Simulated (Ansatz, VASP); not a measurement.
# Al8H: VASP beside Ansatz

The input INCAR:

```
PREC     = Accurate       # precision mode
ENCUT    = 520            # plane-wave cutoff, eV
EDIFF    = 1E-6           # SCF threshold, eV
ISMEAR   = 0              # smearing method
SIGMA    = 0.1            # smearing width, eV
LREAL    = Auto         
LASPH    = T              # aspherical terms in the spheres
NELM     = 80             # most SCF steps
ALGO     = Normal         # electronic algorithm
ISIF     = 2              # what is computed and relaxed
LWAVE    = F              # write WAVECAR
LCHARG   = F              # write CHGCAR
LDIPOL   = T            
IDIPOL   = 3            
DIPOL    = 0.5 0.5 0.292
GGA      = PE             # functional
NBANDS   = 40             # bands
```

The input KPOINTS:

```
Automatic mesh
0
Gamma
  5 4 1
```

POSCAR

```
Al8H
1.0
    5.7135165837      0.0000000000      0.0000000000
    0.0000000000      8.0801326415      0.0000000000
    0.0000000000      0.0000000000     22.2432786975
Al H
16 2
Direct
    0.2500000000      0.2500000000      0.1798296040
    0.2500000000      0.7500000000      0.1798296040
    0.7500000000      0.2500000000      0.1798296040
    0.7500000000      0.7500000000      0.1798296040
    0.0000000000      0.0000000000      0.2440458181
    0.0000000000      0.5000000000      0.2440458181
    0.5000000000      0.0000000000      0.2440458181
    0.5000000000      0.5000000000      0.2440458181
    0.2500000000      0.2500000000      0.3102598702
    0.2500000000      0.7500000000      0.3102598702
    0.7500000000      0.2500000000      0.3102598702
    0.7500000000      0.7500000000      0.3102598702
    0.0000000000      0.0000000000      0.3705963860
    0.0000000000      0.5000000000      0.3705963860
    0.5000000000      0.0000000000      0.3705963860
    0.5000000000      0.5000000000      0.3705963860
    0.7500000000     -0.1144164386      0.4195999531
    0.7500000000      0.1144164386      0.4195999531
```

Input for Ansatz:

```yaml
crystal:
  lattice:
    - [5.7135165837, 0.0, 0.0]
    - [0.0, 8.0801326415, 0.0]
    - [0.0, 0.0, 22.2432786975]
  atoms:
    - { symbol: Al, position: [0.25, 0.25, 0.179829604] }
    - { symbol: Al, position: [0.25, 0.75, 0.179829604] }
    - { symbol: Al, position: [0.75, 0.25, 0.179829604] }
    - { symbol: Al, position: [0.75, 0.75, 0.179829604] }
    - { symbol: Al, position: [0.0, 0.0, 0.2440458181] }
    - { symbol: Al, position: [0.0, 0.5, 0.2440458181] }
    - { symbol: Al, position: [0.5, 0.0, 0.2440458181] }
    - { symbol: Al, position: [0.5, 0.5, 0.2440458181] }
    - { symbol: Al, position: [0.25, 0.25, 0.3102598702] }
    - { symbol: Al, position: [0.25, 0.75, 0.3102598702] }
    - { symbol: Al, position: [0.75, 0.25, 0.3102598702] }
    - { symbol: Al, position: [0.75, 0.75, 0.3102598702] }
    - { symbol: Al, position: [0.0, 0.0, 0.370596386] }
    - { symbol: Al, position: [0.0, 0.5, 0.370596386] }
    - { symbol: Al, position: [0.5, 0.0, 0.370596386] }
    - { symbol: Al, position: [0.5, 0.5, 0.370596386] }
    - { symbol: H, position: [0.75, -0.1144164386, 0.4195999531] }
    - { symbol: H, position: [0.75, 0.1144164386, 0.4195999531] }
basis:
  ecutwfc: 420
kpoints:
  mp_grid: { grid: [5, 4, 1] }
hamiltonian:
  xc: pbe
  pseudopotentials: { kind: paw, azcp: { folder: soft_1 } }
scf:
  occupations: { method: gaussian, width: 0.1 }
output:
  forces: true
  eigenvalues: true
efield:
  axis: 3
  dipole_correction: true
  ramp_width: 0.04
```

Alike in both runs: task single point; functional PBE; k mesh 5 × 4 × 1; occupations gaussian, width 0.1 eV; no spin polarisation.

|  | VASP | Ansatz |
| --- | --- | --- |
| version | VASP 6.6.1 | Ansatz 0.2.0 |
| potentials or method | VASP PAW PBE potentials, release 64 (Al, H), cutoff 520 eV | scalar-relativistic, plane waves, PAW |
| valence electrons in the cell | 50 | 50 |

|  | VASP | Ansatz | Ansatz less VASP |
| --- | --- | --- | --- |
| gap on the k mesh at the Fermi level (eV) | none | none | - |
| rms of the force components (eV/Å) | 0.311 | 0.311 | 0.0000 |

Atom by atom the forces differ by 0.001 eV/Å (rms over components). A gap of «none» marks a metal or a gap that the smearing closes.
